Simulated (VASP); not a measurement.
A run of VASP 6.6.1 is set up as follows.

POSCAR

```
Sc
1.0
    3.2800000000      0.0000000000      0.0000000000
   -1.6400000000      2.8405633244      0.0000000000
    0.0000000000      0.0000000000      5.3562400000
Sc
2
Direct
    0.3333333333      0.6666666667      0.2500000000
    0.6666666667      0.3333333333      0.7500000000
```

File INCAR.step1:

```
PREC     = Accurate       # precision mode
ENCUT    = 600            # plane-wave cutoff, eV
ISMEAR   = 0              # smearing method
SIGMA    = 0.1            # smearing width, eV
LREAL    = False          # projectors in reciprocal space
LASPH    = True           # aspherical terms in the spheres
NELM     = 80             # most SCF steps
GGA      = PE             # functional
ALGO     = Normal         # electronic algorithm
EDIFF    = 1E-4           # SCF threshold, eV
LWAVE    = True           # write WAVECAR
LCHARG   = False          # write CHGCAR
```

File INCAR.step2:

```
PREC     = Accurate       # precision mode
ENCUT    = 600            # plane-wave cutoff, eV
EDIFF    = 1E-7           # SCF threshold, eV
ISMEAR   = 0              # smearing method
SIGMA    = 0.1            # smearing width, eV
LREAL    = False          # projectors in reciprocal space
LASPH    = True           # aspherical terms in the spheres
NELM     = 80             # most SCF steps
ALGO     = Normal         # electronic algorithm
ISIF     = 3              # what is computed and relaxed
LWAVE    = False          # write WAVECAR
LCHARG   = False          # write CHGCAR
METAGGA  = R2SCAN         # meta-GGA
LMIXTAU  = True         
IBRION   = 2              # ionic algorithm
NSW      = 60             # ionic steps
EDIFFG   = -0.01          # ionic threshold
PSTRESS  = 100.0        
ISTART   = 1
```

KPOINTS

```
Automatic mesh
0
Gamma
  9 9 5
```

Potentials or basis: VASP PAW PBE potentials, release 64 (Sc_sv).

Command:

```bash
$ cat potpaw_PBE.64/Sc_sv/POTCAR > POTCAR
$ cp INCAR.step1 INCAR
$ mpirun -np 1 vasp_std > vasp.out
$ cp INCAR.step2 INCAR
$ mpirun -np 1 vasp_std > vasp.out
```

What does it give for the relaxed cell?

a = 3.188 Å, b = 3.188 Å, c = 4.924 Å, α = 90.00°, β = 90.00°, γ = 120.00°.

What does it give for the relaxed volume?

21.67 Å³/atom.

Final structure:
```cif
data_structure
_symmetry_space_group_name_H-M 'P 1'
_symmetry_Int_Tables_number 1
_cell_length_a 3.1883
_cell_length_b 3.1883
_cell_length_c 4.9235
_cell_angle_alpha 90.000
_cell_angle_beta 90.000
_cell_angle_gamma 120.000
_cell_volume 43.34
loop_
_atom_site_label
_atom_site_type_symbol
_atom_site_fract_x
_atom_site_fract_y
_atom_site_fract_z
_atom_site_occupancy
Sc1 Sc 0.33333 0.66667 0.25000 1
Sc2 Sc 0.66667 0.33333 0.75000 1
```

Caveat: the cell is relaxed towards a set pressure, so the enthalpy falls and the energy may rise; the PAW data sets were made with another functional, which shifts forces and pressure a little.
